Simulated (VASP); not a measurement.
Write the native input for VASP 6.6.1 that does the following.

| Item | Value |
| --- | --- |
| Task | single point |
| Functional | PBE |
| Potentials or basis | VASP PAW PBE potentials, release 64 (Be, Cd, S) |
| Cutoff | 520 eV |
| k mesh | 12 × 12 × 4 |
| Occupations | gaussian, width 0.1 eV |
| Spin | no spin polarisation |
| Dipole correction | no |
| Further INCAR settings | ALGO = Normal; EDIFF = 1e-06; NBANDS = 31 |

The structure of BeCd2S3 lies in POSCAR:

```
BeCd2S3
1.0
    4.5339306076      0.0000000000      0.0000000000
   -2.2669653038      3.9264990851      0.0000000000
    0.0000000000      0.0000000000      9.6652994356
Be Cd S
1 2 3
Direct
    0.0000000000      0.0000000000      0.3581433621
    0.0000000000      0.0000000000      0.7915831299
    0.0000000000      0.0000000000      0.1170299680
    0.3333333333      0.6666666667      0.9277957125
    0.6666666667      0.3333333333      0.9277957125
    0.0000000000      0.0000000000      0.5450664652
```

One way to write it, as run:

INCAR

```
SYSTEM = BeCd2S3
ALGO = Normal ; EDIFF = 1E-6
ENCUT = 520 ; GGA = PE
ISIF = 2 ; ISMEAR = 0
LASPH = .TRUE. ; LCHARG = .FALSE.
LREAL = .FALSE. ; LWAVE = .FALSE.
NBANDS = 31 ; NELM = 60
PREC = Accurate ; SIGMA = 0.1
```

KPOINTS

```
k-points
0
G
  12 12 4
  0 0 0
```

Potentials or basis: VASP PAW PBE potentials, release 64 (Be, Cd, S).

Command:

```sh
$ cat potpaw_PBE.64/Be/POTCAR potpaw_PBE.64/Cd/POTCAR potpaw_PBE.64/S/POTCAR > POTCAR
$ mpirun -np 1 vasp_std > vasp.out
```

It gave:

* Pressure: 0.1 GPa
* Largest force: 0.063 eV/Å
* Band gap on the k mesh: zero (band 22 reaches 0.74 eV, above the bottom of band 23 at 0.17 eV)

Wall time 3.1 min on 1 thread of Intel(R) Xeon(R) Platinum 8488C (Sapphire Rapids), with other jobs on the host, peak memory 0.46 GiB.
